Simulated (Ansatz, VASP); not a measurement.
## One calculation of Al, two programs

The input INCAR:

```
PREC     = Accurate       # precision mode
ENCUT    = 520            # plane-wave cutoff, eV
EDIFF    = 1E-6           # SCF threshold, eV
ISMEAR   = 0              # smearing method
SIGMA    = 0.05           # smearing width, eV
LREAL    = False          # projectors in reciprocal space
LASPH    = True           # aspherical terms in the spheres
NELM     = 80             # most SCF steps
ALGO     = Fast           # electronic algorithm
ISIF     = 2              # what is computed and relaxed
LWAVE    = False          # write WAVECAR
LCHARG   = False          # write CHGCAR
GGA      = PE             # functional
NBANDS   = 8              # bands
```

The input KPOINTS:

```
Automatic mesh
0
Gamma
  14 14 14
```

POSCAR

```
Al
1.0
   -1.6909221764      1.6909221764      1.6909221764
    1.6909221764     -1.6909221764      1.6909221764
    1.6909221764      1.6909221764     -1.6909221764
Al
1
Direct
    0.0000000000      0.0000000000      0.0000000000
```

Input for Ansatz:

```yaml
crystal:
  lattice:
    - [-1.6909221764, 1.6909221764, 1.6909221764]
    - [1.6909221764, -1.6909221764, 1.6909221764]
    - [1.6909221764, 1.6909221764, -1.6909221764]
  atoms:
    - { symbol: Al, position: [0.0, 0.0, 0.0] }
basis:
  ecutwfc: 500
  fft_grid_basis: typed
kpoints:
  mp_grid: { grid: [14, 14, 14] }
hamiltonian:
  xc: pbe
  pseudopotentials: { kind: paw }
scf:
  occupations: { method: gaussian, width: 0.05 }
output:
  forces: true
  stress: true
  eigenvalues: true
  bader: true
  write_density: true
  volumetric_format: npy
  elf: true
```

Alike in both runs: task single point; functional PBE; k mesh 14 × 14 × 14; occupations gaussian, width 0.05 eV; no spin polarisation.

|  | VASP | Ansatz |
| --- | --- | --- |
| version | VASP 6.6.1 | Ansatz 0.2.0 |
| potentials or method | VASP PAW PBE potentials, release 64 (Al), cutoff 520 eV | scalar-relativistic, plane waves, PAW |
| valence electrons in the cell | 3 | 3 |

```csv
,VASP,Ansatz,Ansatz less VASP
gap on the k mesh at the Fermi level (eV),none,none,-
pressure (GPa),-6.7,-6.7,+0.01
```

A gap of «none» marks a metal or a gap that the smearing closes.
